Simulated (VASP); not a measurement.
Here is a VASP 6.6.1 calculation.

Contents of INCAR:

```
ALGO = Normal
EDIFF = 1E-6
ENCUT = 600
GGA = PE
GGA_COMPAT = F
ISIF = 2
ISMEAR = 0
LASPH = T
LCHARG = F
LREAL = F
LWAVE = F
NBANDS = 16
NELM = 120
PREC = Accurate
SIGMA = 0.01
```

Contents of KPOINTS:

```
k-points
0
Gamma
  6 6 6
```

The input POSCAR:

```
GaN
1.0
    0.0000000000      2.2675000000      2.2675000000
    2.2675000000      0.0000000000      2.2675000000
    2.2675000000      2.2675000000      0.0000000000
Ga N
1 1
Direct
    0.0000000000      0.0000000000      0.0000000000
    0.2500000000      0.2500000000      0.2500000000
```

Potentials or basis: VASP PAW PBE potentials, release 64 (Ga_d, N).

The run is started by

```sh
$ cat potpaw_PBE.64/Ga_d/POTCAR potpaw_PBE.64/N/POTCAR > POTCAR
$ mpirun -np 1 vasp_std > vasp.out
```

(1) What does it give for the pressure?

(2) Estimate the band gap on the k mesh.

Answers

(1) 1.5 GPa.

(2) 1.60 eV, direct.
